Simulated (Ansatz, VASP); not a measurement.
## ZnS in VASP and in Ansatz

The input INCAR:

```
  ALGO = Normal
  EDIFF = 1E-8
  ENCUT = 520
  GGA = PS
  ISIF = 2
  ISMEAR = -1
  LASPH = T
  LCHARG = F
  LEFG = T
  LREAL = F
  LWAVE = F
  NBANDS = 26
  NELM = 100
  PREC = Accurate
  SIGMA = 0.03
```

File KPOINTS:

```
k-points
0
Gamma
  8 8 5
```

File POSCAR:

```
ZnS
1.0
    3.8857432240      0.0000000000      0.0000000000
   -1.9428716120      3.3651523445      0.0000000000
    0.0000000000      0.0000000000      6.3562663350
Zn S
2 2
Direct
    0.3333333333      0.6666666667      0.0000000000
    0.6666666667      0.3333333333      0.5000000000
    0.3333333333      0.6666666667      0.3850000000
    0.6666666667      0.3333333333      0.8850000000
```

Input for Ansatz:

```yaml
crystal:
  lattice:
    - [3.885743224, 0.0, 0.0]
    - [-1.942871612, 3.3651523445, 0.0]
    - [0.0, 0.0, 6.356266335]
  atoms:
    - { symbol: Zn, position: [0.3333333333, 0.6666666667, 0.0] }
    - { symbol: Zn, position: [0.6666666667, 0.3333333333, 0.5] }
    - { symbol: S, position: [0.3333333333, 0.6666666667, 0.385] }
    - { symbol: S, position: [0.6666666667, 0.3333333333, 0.885] }
kpoints:
  mp_grid: { grid: [8, 8, 5] }
scf:
  occupations: { method: fermi_dirac, width: 0.03 }
hamiltonian:
  xc: pbesol
  pseudopotentials: { kind: all_electron, datasets: crystal }
output:
  forces: true
  stress: true
  eigenvalues: true
  efg: { contact_densities: true }
```

Change from the starting cell: volume scaled by 1.06, crystal datasets.

Alike in both runs: task electric field gradients; functional PBEsol; k mesh 8 × 8 × 5; occupations fermi-dirac, width 0.03 eV; no spin polarisation.

```csv
,VASP,Ansatz
version,VASP 6.6.1,Ansatz 0.2.0
potentials or method,"VASP PAW PBE potentials, release 64 (Zn, S), cutoff 520 eV","all-electron PAW with datasets made for the crystal, scalar-relativistic"
```

|  | VASP | Ansatz | Ansatz less VASP |
| --- | --- | --- | --- |
| gap on the k mesh at the Fermi level (eV) | 1.85 | 1.85 | 0.000 |
| pressure (GPa) | -4.8 | -5.0 | -0.14 |
| traceless stress, the component that is largest in VASP (GPa) | -0.71 | -0.70 | +0.012 |
| rms of the force components (eV/Å) | 0.141 | 0.139 | -0.0014 |
| size of Vzz on the site where it differs most (V/Å²) | 17.9 | 17.0 | -0.92 |

VASP's potentials were made for PBE, not for PBEsol. Atom by atom the forces differ by 0.001 eV/Å (rms over components). Ansatz ran all-electron here, and VASP with PAW potentials.
